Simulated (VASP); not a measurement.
# TmB3Au (Cmcm) in VASP: further runs

Runs on TmB3Au. Level: PBE. Tasks: single point, relaxation of cell and atoms.

Everything below comes from runs of VASP 6.6.1. Logs are shortened: lines on timing, memory, paths and dates and some standing lists are left out, and cuts for length are marked.

**1. The cell of the first run**

Symmetry: Cmcm, No. 63, orthorhombic system. The conventional cell has a = 3.182 Å, b = 15.476 Å, c = 5.183 Å, α = 90.00°, β = 90.00°, γ = 90.00°. Tm (site symmetry m2m) has 8 B at 2.56 to 2.66 Å and 2 Tm at 3.18 Å and 6 Au at 3.19 to 3.25 Å within 3.4 Å. Within 2.3 Å of B (site symmetry m2m) lie 2 B at 1.71 Å and 2 Au at 2.22 Å. B (site symmetry m) has 4 B at 1.71 to 1.81 Å within 2.3 Å. Au (site symmetry m2m) has 2 B at 2.22 Å within 2.9 Å.

The cell was generated, and may not be a known phase.

**2. Single point, PBE**

INCAR reads:

```
SYSTEM = TmB3Au
PREC = Accurate
ENCUT = 500
EDIFF = 1E-6
ISMEAR = 0
SIGMA = 0.1
LREAL = .False.
LASPH = .True.
NELM = 200
ALGO = Normal
ISIF = 2
LWAVE = .False.
LCHARG = .True.
GGA = PE
LELF = .True.
LVHAR = .True.
NBANDS = 40
GGA_COMPAT = .False.
LMAXMIX = 6
```

KPOINTS reads:

```
Automatic mesh
0
Gamma
  10 10 6
  0 0 0
```

POSCAR reads:

```
TmB3Au
1.0
    1.5908268614     -7.7378705698      0.0000000000
    1.5908268614      7.7378705698      0.0000000000
    0.0000000000      0.0000000000      5.1831597642
Tm B Au
2 6 2
Direct
    0.1262443327      0.8737556673      0.2500000000
    0.8737556673      0.1262443327      0.7500000000
    0.1521410946      0.8478589054      0.7500000000
    0.7521594156      0.2478405844      0.4162888164
    0.7521594156      0.2478405844      0.0837111836
    0.2478405844      0.7521594156      0.9162888164
    0.2478405844      0.7521594156      0.5837111836
    0.8478589054      0.1521410946      0.2500000000
    0.5523148875      0.4476851125      0.7500000000
    0.4476851125      0.5523148875      0.2500000000
```

Potentials or basis: VASP PAW PBE potentials, release 64 (Tm_3, B, Au), 4f in core.

Command:

```console
> cat potpaw_PBE.64/Tm_3/POTCAR potpaw_PBE.64/B/POTCAR potpaw_PBE.64/Au/POTCAR > POTCAR
> mpirun -np 1 vasp_std > vasp.out
```

OUTCAR:

```text
SYSTEM = TmB3Au
   PREC = Accurate
   ENCUT = 500
   EDIFF = 1E-6
   ISMEAR = 0
   LREAL = .False.
   LASPH = .True.
   NELM = 200
   ISIF = 2
   GGA = PE

 ion  position               nearest neighbor table
   1  0.126  0.874  0.250-   6 2.56   7 2.56   3 2.62   3 2.62   4 2.66   5 2.66   4 2.66   5 2.66
                            10 3.19  10 3.19   9 3.25   9 3.25   9 3.25   9 3.25
   2  0.874  0.126  0.750-   4 2.56   5 2.56   8 2.62   8 2.62   6 2.66   7 2.66   6 2.66   7 2.66
                             9 3.19   9 3.19  10 3.25  10 3.25  10 3.25  10 3.25
   3  0.152  0.848  0.750-   6 1.71   7 1.71   9 2.22   9 2.22   1 2.62   1 2.62
   4  0.752  0.248  0.416-   8 1.71   5 1.72   7 1.81   7 1.81   2 2.56   1 2.66   1 2.66
   5  0.752  0.248  0.084-   8 1.71   4 1.72   6 1.81   6 1.81   2 2.56   1 2.66   1 2.66
   6  0.248  0.752  0.916-   3 1.71   7 1.72   5 1.81   5 1.81   1 2.56   2 2.66   2 2.66
   7  0.248  0.752  0.584-   3 1.71   6 1.72   4 1.81   4 1.81   1 2.56   2 2.66   2 2.66
   8  0.848  0.152  0.250-   4 1.71   5 1.71  10 2.22  10 2.22   2 2.62   2 2.62
   9  0.552  0.448  0.750-   3 2.22   3 2.22  10 3.06  10 3.06   2 3.19   2 3.19   1 3.25   1 3.25
                             1 3.25   1 3.25
  10  0.448  0.552  0.250-   8 2.22   8 2.22   9 3.06   9 3.06   1 3.19   1 3.19   2 3.25   2 3.25
                             2 3.25   2 3.25

  LATTYP: Found a base centered orthorhombic cell.
 ALAT       =     3.1816537228
 B/A-ratio  =     4.8640557672
 C/A-ratio  =     1.6290772711

  Lattice vectors:

 A1 = (   1.5908268614,  -7.7378705698,   0.0000000000)
 A2 = (   1.5908268614,   7.7378705698,   0.0000000000)
 A3 = (   0.0000000000,   0.0000000000,   5.1831597642)

Analysis of symmetry for initial positions (statically):
=====================================================================
 Subroutine PRICEL returns:
 Original cell was already a primitive cell.

 Routine SETGRP: Setting up the symmetry group for a
 base centered orthorhombic supercell.

 Subroutine GETGRP returns: Found  8 space group operations
 (whereof  4 operations were pure point group operations)
 out of a pool of  8 trial point group operations.

The static configuration has the point symmetry C_2h.
 The point group associated with its full space group is D_2h.

Analysis of symmetry for dynamics (positions and initial velocities):
=====================================================================
 Subroutine PRICEL returns:
 Original cell was already a primitive cell.

 Routine SETGRP: Setting up the symmetry group for a
 base centered orthorhombic supercell.

 Subroutine GETGRP returns: Found  8 space group operations
 (whereof  4 operations were pure point group operations)
 out of a pool of  8 trial point group operations.

The dynamic configuration has the point symmetry C_2h.
 The point group associated with its full space group is D_2h.

 Subroutine INISYM returns: Found  8 space group operations
 (whereof  4 operations are pure point group operations),
 and found     1 'primitive' translations

----------------------------------------------------------------------------------------

                                     Primitive cell

  volume of cell :     127.6054

  direct lattice vectors                    reciprocal lattice vectors
     1.590826861 -7.737870570  0.000000000     0.314301960 -0.064617261  0.000000000
     1.590826861  7.737870570  0.000000000     0.314301960  0.064617261  0.000000000
     0.000000000  0.000000000  5.183159764     0.000000000  0.000000000  0.192932506

  length of vectors
     7.899707024  7.899707024  5.183159764     0.320875540  0.320875540  0.192932506

  position of ions in fractional coordinates (direct lattice)
     0.126244333  0.873755667  0.250000000
     0.873755667  0.126244333  0.750000000
     0.152141095  0.847858905  0.750000000
     0.752159416  0.247840584  0.416288816
     0.752159416  0.247840584  0.083711184
     0.247840584  0.752159416  0.916288816
     0.247840584  0.752159416  0.583711184
     0.847858905  0.152141095  0.250000000
     0.552314888  0.447685112  0.750000000
     0.447685112  0.552314888  0.250000000

  ion indices of the primitive-cell ions
   primitive index   ion index
                 1           1
                 2           2
                 3           3
                 4           4
                 5           5
                 6           6
                 7           7
                 8           8
                 9           9
                10          10

----------------------------------------------------------------------------------------

 KPOINTS: Automatic mesh

Automatic generation of k-mesh.
 Grid dimensions read from file:
 generate k-points for:   10   10    6

 Generating k-lattice:

  Cartesian coordinates                     Fractional coordinates (reciprocal lattice)
     0.031430196 -0.006461726  0.000000000     0.100000000  0.000000000  0.000000000
     0.031430196  0.006461726  0.000000000     0.000000000  0.100000000  0.000000000
     0.000000000  0.000000000  0.032155418     0.000000000  0.000000000  0.166666667

  Length of vectors
     0.032087554  0.032087554  0.032155418

  Shift w.r.t. Gamma in fractional coordinates (k-lattice)
     0.000000000  0.000000000  0.000000000

 Subroutine IBZKPT returns following result:
 ===========================================

 Found    124 irreducible k-points:

 Following reciprocal coordinates:
            Coordinates               Weight
  0.000000  0.000000  0.000000      1.000000
  0.100000  0.000000  0.000000      4.000000
  0.200000  0.000000  0.000000      4.000000
  0.300000  0.000000  0.000000      4.000000
  0.400000  0.000000  0.000000      4.000000
  0.500000  0.000000  0.000000      2.000000
[... 16 lines left out ...]
  0.300000  0.300000  0.000000      2.000000
  0.400000  0.300000  0.000000      4.000000
 [... further k-points ...]
   k-points           NKPTS =    124   k-points in BZ     NKDIM =    124   number of bands    NBANDS=     40
   number of dos      NEDOS =    301   number of ions     NIONS =     10
   total plane-waves  NPLWV = 144000
   dimension x,y,z NGX =    60 NGY =   60 NGZ =   40
   dimension x,y,z NGXF=   120 NGYF=  120 NGZF=   80
   ions per type =               2   6   2
   NGX,Y,Z   is equivalent  to a cutoff of  12.63, 12.63, 12.83 a.u.
   NGXF,Y,Z  is equivalent  to a cutoff of  25.25, 25.25, 25.66 a.u.
 SYSTEM =  TmB3Au
   PREC   = accura    normal or accurate (medium, high low for compatibility)
   ISTART =      0    job   : 0-new  1-cont  2-samecut
   ICHARG =      2    charge: 1-file 2-atom 10-const
   ISPIN  =      1    spin polarized calculation?
   LNONCOLLINEAR =      F non collinear calculations
   LSORBIT =      F    spin-orbit coupling
   LASPH  =      T    aspherical Exc in radial PAW
   ENCUT  =  500.0 eV  36.75 Ry    6.06 a.u.  14.40 14.40  9.45*2*pi/ulx,y,z
   NELM   =    200;   NELMIN=  2; NELMDL= -5     # of ELM steps
   EDIFF  = 0.1E-05   stopping-criterion for ELM
   LREAL  =      F    real-space projection
[... 7 lines left out ...]
   TEBEG  =    0.0;   TEEND  =   0.0 temperature during run
   PSTRESS=    0.0 pullay stress
   NELECT =      58.0000    total number of electrons
   NUPDOWN=      -1.0000    fix difference up-down
   EMIN   =  10.00;   EMAX   =-10.00  energy-range for DOS
   EFERMI =   0.00;   METHOD = LEGACY
   ISMEAR =     0;   SIGMA  =   0.10  broadening in eV -4-tet -1-fermi 0-gaus
   EFERMI_NEDOS =   21; number of points for ismear=-14 and -15
   IALGO  =     38    algorithm
   IMIX   =      4    mixing-type and parameters
     AMIX     =   0.40;   BMIX     =  1.00
     AMIX_MAG =   1.60;   BMIX_MAG =  1.00
  volume/ion in A,a.u.               =      12.76        86.11
  Fermi-wavevector in a.u.,A,eV,Ry     =   1.258716  2.378629 21.556616  1.584367
  Thomas-Fermi vector in A             =   2.392312
   LORBIT       =      0    0 simple, 1 ext, 2 COOP (PROOUT), +10 PAW based schemes
   GGA     = PE    functional components
   LHFCALC =     F    Hartree Fock is set to
   AEXX    =    0.0000 exact exchange contribution
   IVDW    =     0    specifies the selected vdW correction
   LEPSILON=     F    determine dielectric tensor
   LRPA    =     F    only Hartree local field effects (RPA)
 non-spin polarized calculation
 Gauss-broadening in eV      SIGMA  =   0.10
  energy-cutoff  :      500.00
  volume of cell :      127.61
 maximum number of plane-waves:      3267
 NGX is ok and might be reduce to    60
   NGX = 29   NGY = 29   NGZ = 19

 number of electron      58.0000002 magnetization

 Free energy of the ion-electron system (eV)
  ---------------------------------------------------
  ext. energy  EPLUGINS =         0.00000000
  ---------------------------------------------------
  free energy    TOTEN  =       -57.85072423 eV

  energy without entropy =      -57.83243274  energy(sigma->0) =      -57.84157849

 E-fermi :   5.8069     XC(G=0): -11.5717

 val. band max:        5.8029635054   @ k =   0.3000   0.1000   0.1667
 cond. band min:       5.8145068044   @ k =   0.2000   0.1000   0.5000
 fundamental gap:      0.0115432991
 Fermi energy:         5.8069458876

 k-point     1 :       0.0000    0.0000    0.0000
  band No.  band energies     occupation
      1     -18.8410      2.00000
      2     -18.8048      2.00000
      3     -18.7896      2.00000
      4     -18.7779      2.00000
      5     -18.5183      2.00000
      6     -18.5155      2.00000
[... 32 lines left out ...]
     39      11.4502      0.00000
     40      11.9495      0.00000

 k-point     2 :       0.1000    0.0000    0.0000
  band No.  band energies     occupation
      1     -18.8301      2.00000
      2     -18.7957      2.00000
      3     -18.7809      2.00000
      4     -18.7696      2.00000
      5     -18.5921      2.00000
      6     -18.5899      2.00000
[... 32 lines left out ...]
     39      11.1377      0.00000
     40      11.8916      0.00000

 k-point     3 :       0.2000    0.0000    0.0000
  band No.  band energies     occupation
      1     -18.8055      2.00000
      2     -18.7841      2.00000
      3     -18.7759      2.00000
      4     -18.7682      2.00000
      5     -18.7579      2.00000
      6     -18.7479      2.00000
[... 32 lines left out ...]
     39      11.7188      0.00000
     40      11.8758      0.00000

 k-point     4 :       0.3000    0.0000    0.0000
  band No.  band energies     occupation
      1     -19.0076      2.00000
      2     -19.0055      2.00000
      3     -18.7629      2.00000
      4     -18.7421      2.00000
      5     -18.7291      2.00000
      6     -18.7211      2.00000
[... 32 lines left out ...]
     39      11.5606      0.00000
     40      11.9737      0.00000
[... 772 lines left out ...]
     39      11.4259      0.00000
     40      11.8122      0.00000

 k-point    23 :       0.3000    0.3000    0.0000
  band No.  band energies     occupation
      1     -19.1839      2.00000
      2     -19.1804      2.00000
      3     -18.7262      2.00000
      4     -18.7251      2.00000
      5     -18.7031      2.00000
      6     -18.7018      2.00000
[... 32 lines left out ...]
     39      11.4571      0.00000
     40      11.9014      0.00000

 k-point    24 :       0.4000    0.3000    0.0000
  band No.  band energies     occupation
      1     -19.0080      2.00000
      2     -19.0052      2.00000
      3     -18.7554      2.00000
      4     -18.7497      2.00000
      5     -18.7262      2.00000
      6     -18.7241      2.00000
[... 32 lines left out ...]
     39      11.0860      0.00000
     40      11.3290      0.00000

 [... further k-points ...]
[... 5 lines left out ...]
  --------------------------------------------------------------------------------------
  -------------------------------------------------------------------------------------
  Total        0.3279427      0.4014410      0.5125486      0.0000000     -0.0000000      0.0000000
  in kB        4.1175571      5.0403812      6.4354169      0.0000000     -0.0000000      0.0000000
  external PRESSURE =       5.1977851 kB  Pullay stress =       0.0000000 kB

 VOLUME and BASIS-vectors are now :
 -----------------------------------------------------------------------------
  energy-cutoff  :      500.00
  volume of cell :      127.61
      direct lattice vectors                 reciprocal lattice vectors
     1.590826861 -7.737870570  0.000000000     0.314301960 -0.064617261  0.000000000
     1.590826861  7.737870570  0.000000000     0.314301960  0.064617261  0.000000000
     0.000000000  0.000000000  5.183159764     0.000000000  0.000000000  0.192932506

 POSITION                                       TOTAL-FORCE (eV/Angst)
 -----------------------------------------------------------------------------------
      1.59083      5.78415      1.29579         0.000000      0.044281      0.000000
      1.59083     -5.78415      3.88737         0.000000     -0.044281      0.000000
      1.59083      5.38337      3.88737         0.000000      0.008747      0.000000
      1.59083     -3.90235      2.15769         0.000000      0.007606      0.011653
      1.59083     -3.90235      0.43389         0.000000      0.007606     -0.011653
      1.59083      3.90235      4.74927         0.000000     -0.007606      0.011653
      1.59083      3.90235      3.02547         0.000000     -0.007606     -0.011653
      1.59083     -5.38337      1.29579         0.000000     -0.008747      0.000000
      1.59083     -0.80961      3.88737         0.000000     -0.004320      0.000000
      1.59083      0.80961      1.29579         0.000000      0.004320     -0.000000
 -----------------------------------------------------------------------------------
    total drift:                                0.000000      0.000000     -0.000000

  FREE ENERGIE OF THE ION-ELECTRON SYSTEM (eV)
  ---------------------------------------------------
  free  energy   TOTEN  =       -57.8507242326 eV

  energy  without entropy=      -57.8324327391  energy(sigma->0) =      -57.84157849
```

It took 13 min on 1 thread of AMD EPYC 9R45 (Zen 5), shared host; peak memory 0.7 GiB.

What came out:

```
Free energy            : -57.8507 eV
Pressure               : 0.5 GPa
Largest force          : 0.044 eV/Å
Band gap on the k mesh : zero (bands 29 and 30 overlap by 2.08 eV)
```

Forces in eV/Å, atoms in the order of the input:
```
Tm   0.000  0.044  0.000
Tm   0.000 -0.044  0.000
B    0.000  0.009  0.000
B    0.000  0.008  0.012
B    0.000  0.008 -0.012
B    0.000 -0.008  0.012
B    0.000 -0.008 -0.012
B    0.000 -0.009  0.000
Au   0.000 -0.004  0.000
Au   0.000  0.004  0.000
```

Stress tensor (GPa, compression positive):
```
0.41 0.00 0.00
0.00 0.50 0.00
0.00 0.00 0.64
```

Caveat: spin-orbit coupling is left out, which moves the levels of the heavy elements; the 4f electrons are frozen in the core, so they carry no moment and show no levels. Spin polarisation is off, so any magnetic state and its effect on volume and gap are missing.

[end of part 1 of 3]

The gap in the log of VASP goes by the Fermi energy; the results here count the filled bands.